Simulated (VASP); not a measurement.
Input of a VASP 6.6.1 run:

File INCAR:

```
PREC = Accurate
ENCUT = 520
EDIFF = 1E-6
ISMEAR = -1
SIGMA = 0.1
LREAL = False
LASPH = True
NELM = 100
ALGO = Normal
ISIF = 2
LWAVE = False
LCHARG = True
GGA = RE
LELF = True
LVHAR = True
NBANDS = 14
```

File KPOINTS:

```
regular mesh
0
Gamma
  21 21 12
```

POSCAR

```
Re
1.0
    2.8204137565      0.0000000000      0.0000000000
   -1.4102068782      2.4425499623      0.0000000000
    0.0000000000      0.0000000000      4.5499614089
Re
2
Direct
    0.3333333333      0.6666666667      0.2500000000
    0.6666666667      0.3333333333      0.7500000000
```

Potentials or basis: VASP PAW PBE potentials, release 64 (Re).

Launch:

```bash
$ cat potpaw_PBE.64/Re/POTCAR > POTCAR
$ mpirun -np 1 vasp_std > vasp.out
```

Question: Estimate the band gap on the k mesh.

Answer: Zero (bands 7 and 8 overlap by 2.90 eV).

Question: Estimate the pressure.

Answer: -13.6 GPa.

Stress tensor (GPa, compression positive):
```
-13.51   0.00   0.00
  0.00 -13.51   0.00
  0.00   0.00 -13.71
```

Caveat: the cell stands under tension; the PAW data sets were made with another functional, which shifts forces and pressure a little; spin-orbit coupling is left out, which moves the levels of the heavy elements.
